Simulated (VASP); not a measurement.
# GaBiTe2Se (I-4m2) in VASP: a series of runs, part 3 of 3

VASP 6.6.1. The steps go on from the part before.

### Step 5. Single point, PBE

This run uses another cell than the first one, of 40.97 Å³/atom.

The input, INCAR:

```
PREC = Accurate
ENCUT = 520
EDIFF = 1E-6
ISMEAR = 0
SIGMA = 0.1
LREAL = False
LASPH = True
NELM = 80
ALGO = Normal
ISIF = 2
LWAVE = False
LCHARG = False
GGA = PE
NBANDS = 31
```

The input, KPOINTS:

```
regular mesh
0
Gamma
  10 10 10
```

The input, POSCAR:

```
GaBiTe2Se
1.0
   -3.0531397962      3.0531397962      5.4942977325
    3.0531397962     -3.0531397962      5.4942977325
    3.0531397962      3.0531397962     -5.4942977325
Ga Bi Te Se
1 1 2 1
Direct
    0.7500000000      0.2500000000      0.5000000000
    0.0000000000      0.0000000000      0.0000000000
    0.9976256172      0.4976256172      0.5000000000
    0.5023743828      0.0023743828      0.5000000000
    0.2500000000      0.7500000000      0.5000000000
```

Potentials or basis: VASP PAW PBE potentials, release 64 (Ga_d, Bi_d, Te, Se).

Started as:

```sh
$ cat potpaw_PBE.64/Ga_d/POTCAR potpaw_PBE.64/Bi_d/POTCAR potpaw_PBE.64/Te/POTCAR potpaw_PBE.64/Se/POTCAR > POTCAR
$ mpirun -np 1 vasp_std > vasp.out
```

OUTCAR:

```text
PREC = Accurate
   ENCUT = 520
   EDIFF = 1E-6
   ISMEAR = 0
   LREAL = False
   LASPH = True
   NELM = 80
   ISIF = 2
   GGA = PE

 ion  position               nearest neighbor table
   1  0.750  0.250  0.500-   3 2.72   4 2.72
   2  0.000  0.000  0.000-   4 3.05   3 3.05   4 3.05   3 3.05
   3  0.998  0.498  0.500-   1 2.72   5 2.77   2 3.05   2 3.05
   4  0.502  0.002  0.500-   1 2.72   5 2.77   2 3.05   2 3.05
   5  0.250  0.750  0.500-   3 2.77   4 2.77

  LATTYP: Found a body centered tetragonal cell.
 ALAT       =     6.1062795924
 C/A-ratio  =     1.7995565546

  Lattice vectors:

 A1 = (  -3.0531397962,   3.0531397962,   5.4942977325)
 A2 = (   3.0531397962,  -3.0531397962,   5.4942977325)
 A3 = (   3.0531397962,   3.0531397962,  -5.4942977325)

Analysis of symmetry for initial positions (statically):
=====================================================================
 Subroutine PRICEL returns:
 Original cell was already a primitive cell.

 Routine SETGRP: Setting up the symmetry group for a
 body centered tetragonal supercell.

 Subroutine GETGRP returns: Found  8 space group operations
 (whereof  8 operations were pure point group operations)
 out of a pool of 16 trial point group operations.

The static configuration has the point symmetry D_2d.

Analysis of symmetry for dynamics (positions and initial velocities):
=====================================================================
 Subroutine PRICEL returns:
 Original cell was already a primitive cell.

 Routine SETGRP: Setting up the symmetry group for a
 body centered tetragonal supercell.

 Subroutine GETGRP returns: Found  8 space group operations
 (whereof  8 operations were pure point group operations)
 out of a pool of 16 trial point group operations.

The dynamic configuration has the point symmetry D_2d.

 Subroutine INISYM returns: Found  8 space group operations
 (whereof  8 operations are pure point group operations),
 and found     1 'primitive' translations

[... 122 lines left out ...]
  Fermi-wavevector in a.u.,A,eV,Ry     =   0.995036  1.880346 13.471091  0.990097
  Thomas-Fermi vector in A             =   2.127029
   LORBIT       =      0    0 simple, 1 ext, 2 COOP (PROOUT), +10 PAW based schemes
   GGA     = PE    functional components
   LHFCALC =     F    Hartree Fock is set to
   AEXX    =    0.0000 exact exchange contribution
   IVDW    =     0    specifies the selected vdW correction
   LEPSILON=     F    determine dielectric tensor
   LRPA    =     F    only Hartree local field effects (RPA)
 non-spin polarized calculation
 Gauss-broadening in eV      SIGMA  =   0.10
  energy-cutoff  :      520.00
  volume of cell :      204.86
 maximum number of plane-waves:      5550
 NGX is ok and might be reduce to    54
   NGX = 25   NGY = 25   NGZ = 25

 number of electron      45.9999997 magnetization

 Free energy of the ion-electron system (eV)
  ---------------------------------------------------
  ext. energy  EPLUGINS =         0.00000000
  ---------------------------------------------------
  free energy    TOTEN  =       -15.18138681 eV

  energy without entropy =      -15.16313777  energy(sigma->0) =      -15.17226229

 E-fermi :   2.4520     XC(G=0):  -7.7841

 val. band max:        2.4464094293   @ k =   0.5000   0.5000   0.2000
 cond. band min:       2.4555786508   @ k =  -0.2000  -0.3000   0.1000
 fundamental gap:      0.0091692215
 Fermi energy:         2.4520447190

 k-point     1 :       0.0000    0.0000    0.0000
  band No.  band energies     occupation
      1     -20.7657      2.00000
      2     -20.7261      2.00000
      3     -20.6947      2.00000
      4     -20.6946      2.00000
      5     -20.6946      2.00000
      6     -12.7381      2.00000
[... 805 lines left out ...]
     30       7.9175      0.00000
     31       8.4903      0.00000

 [... further k-points ...]

------------------------ aborting loop because EDIFF is reached ----------------------------------------

  FORCE on cell =-STRESS in cart. coord.  units (eV):
  Direction    XX          YY          ZZ          XY          YZ          ZX
  --------------------------------------------------------------------------------------
  -------------------------------------------------------------------------------------
  Total       -0.0507306     -0.0507306     -0.0606652      0.0000000      0.0000000      0.0000000
  in kB       -0.3967479     -0.3967479     -0.4744434      0.0000000      0.0000000      0.0000000
  external PRESSURE =      -0.4226464 kB  Pullay stress =       0.0000000 kB

 VOLUME and BASIS-vectors are now :
 -----------------------------------------------------------------------------
  energy-cutoff  :      520.00
  volume of cell :      204.86
      direct lattice vectors                 reciprocal lattice vectors
    -3.053139796  3.053139796  5.494297732     0.000000000  0.163765839  0.091003441
     3.053139796 -3.053139796  5.494297732     0.163765839  0.000000000  0.091003441
     3.053139796  3.053139796 -5.494297732     0.163765839  0.163765839  0.000000000

 POSITION                                       TOTAL-FORCE (eV/Angst)
 -----------------------------------------------------------------------------------
      0.00000      3.05314      2.74715        -0.000000      0.000000     -0.000000
      0.00000      0.00000      0.00000        -0.000000      0.000000     -0.000000
      0.00000      3.05314      5.46821         0.000000     -0.000000      0.012283
      0.00000      3.05314      0.02609         0.000000     -0.000000     -0.012283
      3.05314      0.00000      2.74715        -0.000000      0.000000      0.000000
 -----------------------------------------------------------------------------------
    total drift:                                0.000000     -0.000000      0.000000

  FREE ENERGIE OF THE ION-ELECTRON SYSTEM (eV)
  ---------------------------------------------------
  free  energy   TOTEN  =       -15.1813868148 eV

  energy  without entropy=      -15.1631377723  energy(sigma->0) =      -15.17226229
```

OSZICAR:

```text
N       E                     dE             d eps       ncg     rms          rms(c)
DAV:   1     0.372217244276E+03    0.37222E+03   -0.19984E+04  6352   0.147E+03
DAV:   2     0.279718563772E+02   -0.34425E+03   -0.33194E+03  7064   0.379E+02
DAV:   3    -0.137348646959E+02   -0.41707E+02   -0.40204E+02  7888   0.130E+02
DAV:   4    -0.157587612523E+02   -0.20239E+01   -0.20096E+01  7607   0.309E+01
DAV:   5    -0.158471306876E+02   -0.88369E-01   -0.88330E-01  9345   0.604E+00    0.875E+00
DAV:   6    -0.151895505709E+02    0.65758E+00   -0.31668E+00  8436   0.728E+00    0.508E+00
DAV:   7    -0.151830441730E+02    0.65064E-02   -0.33044E-01  7291   0.246E+00    0.277E+00
DAV:   8    -0.151811288640E+02    0.19153E-02   -0.57770E-02  7731   0.124E+00    0.437E-01
DAV:   9    -0.151810103566E+02    0.11851E-03   -0.72148E-03  7509   0.392E-01    0.181E-01
DAV:  10    -0.151812899926E+02   -0.27964E-03   -0.14131E-03  7560   0.170E-01    0.763E-02
DAV:  11    -0.151813692509E+02   -0.79258E-04   -0.18770E-04  7559   0.761E-02    0.351E-02
DAV:  12    -0.151813878000E+02   -0.18549E-04   -0.41897E-05  7567   0.371E-02    0.930E-03
DAV:  13    -0.151813868148E+02    0.98516E-06   -0.68684E-06  7166   0.119E-02
   1 F= -.15181387E+02 E0= -.15172262E+02  d E =-.182490E-01
```

Run time: 7.3 min. Hardware: 1 thread of Intel Xeon 6975P-C (Granite Rapids), shared host; peak memory 0.92 GiB.

Results:

```yaml
Free_energy: -15.1814 eV
Pressure: 0.0 GPa
Largest_force: 0.012 eV/Å
Band_gap_on_the_k_mesh: zero (bands 23 and 24 overlap by 0.40 eV)
```

Forces in eV/Å, atoms in the order of the input:
```
Ga   0.000  0.000  0.000
Bi   0.000  0.000  0.000
Te   0.000  0.000  0.012
Te   0.000  0.000 -0.012
Se   0.000  0.000  0.000
```

Caveat: spin-orbit coupling is left out, which moves the levels of the heavy elements.

### Step 6. Overview

| task | cell | k mesh | cutoff (eV) | gap on the mesh (eV) | pressure (GPa) | largest force (eV/Å) |
| --- | --- | --- | --- | --- | --- | --- |
| single point | a = 5.840 Å, angles 114.4, 114.4, 100.0°, 5 atoms, atomic positions A | 4 × 4 × 4 | 520 | none | 130.9 | 100.04 |
| single point | a = 6.978 Å, angles 127.7, 127.7, 77.2°, 5 atoms, atomic positions B | 4 × 4 × 4 | 520 | none | 0.0 | 0.03 |
| relaxation of cell and atoms | relaxed from a = 5.840 Å, angles 114.4, 114.4, 100.0°, 5 atoms, atomic positions A | 4 × 4 × 4 | 600 | none | 0.0 | 0.01 |
| single point | a = 6.988 Å, angles 128.2, 128.2, 76.3°, 5 atoms, atomic positions C | 10 × 10 × 10 | 520 | none | 0.0 | 0.01 |

Alike in all rows: level PBE; potentials or basis VASP PAW PBE potentials, release 64 (Ga_d, Bi_d, Te, Se); no spin polarisation; smearing gaussian 0.1 eV.

Caveats: spin-orbit coupling is left out, which moves the levels of the heavy elements; atoms lie so close that the PAW spheres overlap strongly, which falsifies energies and pressures (at least some runs); the stress differs along the axes, from 3 to 387 GPa (at least some runs); forces of over 1 eV/Å act on the atoms, so gaps and moduli don't describe the material at rest (at least some runs); the volume moved by over 15 % at a fixed basis, so the end points are rough (at least some runs).

Total energies depend on the potentials used, so only differences within one code and one set of settings carry meaning.

The gap in the log of VASP goes by the Fermi energy; the results here count the filled bands.